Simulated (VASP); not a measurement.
Wanted: the native input for a VASP 6.6.1 run.

- Task: single point
- Functional: PBE
- Potentials or basis: VASP PAW PBE potentials, release 64 (Cs_sv, Pb_d, Cl)
- Cutoff: 520 eV
- k mesh: 4 × 4 × 4
- Occupations: fermi-dirac, width 0.02 eV
- Spin: no spin polarisation
- Dipole correction: no
- Further INCAR settings: ALGO = Normal; EDIFF = 1e-06; NBANDS = 30

The structure of CsPbCl3 lies in POSCAR:

```
CsPbCl3
1.0
    5.8473838876      0.0000000000      0.0000000000
    0.0000000000      5.8473838876      0.0000000000
    0.0000000000      0.0000000000      5.6314477044
Cs Pb Cl
1 1 3
Direct
    0.0000000000      0.0000000000      0.0000000000
    0.5000000000      0.5000000000      0.5000000000
    0.5000000000      0.5000000000      0.0000000000
    0.5000000000      0.0000000000      0.5000000000
    0.0000000000      0.5000000000      0.5000000000
```

This cell differs from its parent crystal: epitaxial xy strain +3.0%.

The input as run:

INCAR

```
SYSTEM = CsPbCl3
ALGO     = Normal         ! electronic algorithm
EDIFF    = 1E-6           ! SCF threshold, eV
ENCUT    = 520            ! plane-wave cutoff, eV
GGA      = PE             ! functional
ISIF     = 2              ! what is computed and relaxed
ISMEAR   = -1             ! smearing method
LASPH    = .True.         ! aspherical terms in the spheres
LCHARG   = .False.        ! write CHGCAR
LREAL    = .False.        ! projectors in reciprocal space
LWAVE    = .False.        ! write WAVECAR
NBANDS   = 30             ! bands
NELM     = 100            ! most SCF steps
PREC     = Accurate       ! precision mode
SIGMA    = 0.02           ! smearing width, eV
```

KPOINTS

```
k-points
0
Gamma
  4 4 4
  0 0 0
```

Potentials or basis: VASP PAW PBE potentials, release 64 (Cs_sv, Pb_d, Cl).

Launch:

```sh
$ cat potpaw_PBE.64/Cs_sv/POTCAR potpaw_PBE.64/Pb_d/POTCAR potpaw_PBE.64/Cl/POTCAR > POTCAR
$ mpirun -np 1 vasp_std > vasp.out
```

It gave:

| Item | Value |
| --- | --- |
| Pressure | -0.4 GPa |
| Band gap on the k mesh | 2.19 eV |

Caveat: the cell differs from its parent crystal (epitaxial xy strain +3.0%); spin-orbit coupling is left out, which moves the levels of the heavy elements.

Run time: 2.7 min on 1 thread of Oxide Virtual Turin-like Processor, on a shared host, peak memory 0.31 GiB.
